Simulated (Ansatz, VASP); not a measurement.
Two plane-wave programs on Sb2S

Contents of INCAR:

```
ALGO = Normal
EDIFF = 1E-6
EDIFFG = -0.01
ENCUT = 600
GGA = PE
IBRION = 2
ISIF = 3
ISMEAR = 0
LASPH = T
LCHARG = F
LREAL = F
LWAVE = F
NELM = 60
NSW = 100
PREC = Accurate
SIGMA = 0.1
```

KPOINTS

```
k-points
0
Gamma
  14 14 6
```

POSCAR

```
Sb2S
1.0
    3.1072160674      0.0000000000      0.0000000000
    0.0000000000      3.1072160674      0.0000000000
    0.0000000000      0.0000000000      8.4036864851
Sb S
2 1
Direct
    0.5000000000      0.5000000000      0.3103099257
    0.5000000000      0.5000000000      0.6896900743
    0.5000000000      0.5000000000      0.0000000000
```

Input for Ansatz:

```yaml
crystal:
  lattice:
    - [3.1072160674, 0.0, 0.0]
    - [0.0, 3.1072160674, 0.0]
    - [0.0, 0.0, 8.4036864851]
  atoms:
    - { symbol: Sb, position: [0.5, 0.5, 0.3103099257] }
    - { symbol: Sb, position: [0.5, 0.5, 0.6896900743] }
    - { symbol: S, position: [0.5, 0.5, 0.0] }
basis:
  ecutwfc: 420
kpoints:
  mp_grid: { grid: [14, 14, 6] }
hamiltonian:
  xc: pbe
scf:
  occupations: { method: gaussian, width: 0.1 }
output:
  forces: true
  stress: true
  eigenvalues: true
  write_density: true
  write_potential: true
  elf: true
  volumetric_format: npy
relax:
  adjacent_minimum: "off"
  f_tol: 0.01
  max_steps: 80
  cell: { stress_tol: 0.05 }
```

Alike in both runs: task relaxation of cell and atoms; functional PBE; k mesh 14 × 14 × 6; occupations gaussian, width 0.1 eV; no spin polarisation.

|  | VASP | Ansatz |
| --- | --- | --- |
| version | VASP 6.6.1 | Ansatz 0.2.0 |
| potentials or method | VASP PAW PBE potentials, release 64 (Sb, S), cutoff 600 eV | scalar-relativistic, plane waves, PAW |
| valence electrons in the cell | 16 | 36 |

|  | VASP | Ansatz | Ansatz less VASP |
| --- | --- | --- | --- |
| gap on the k mesh at the Fermi level, each at its own relaxed structure (eV) | none | none | - |
| relaxed volume (Å³/atom) | 26.66 | 26.66 | +0.003 |
| relaxed length of the cell vector where the two differ most in proportion (Å) | 8.464 | 8.475 | +0.0106 |

A gap of «none» marks a metal or a gap that the smearing closes. VASP's potentials hold 16 valence electrons a cell and Ansatz's 36, so a difference there can come from the potentials and not from the codes.

Neither program's run includes spin-orbit coupling.
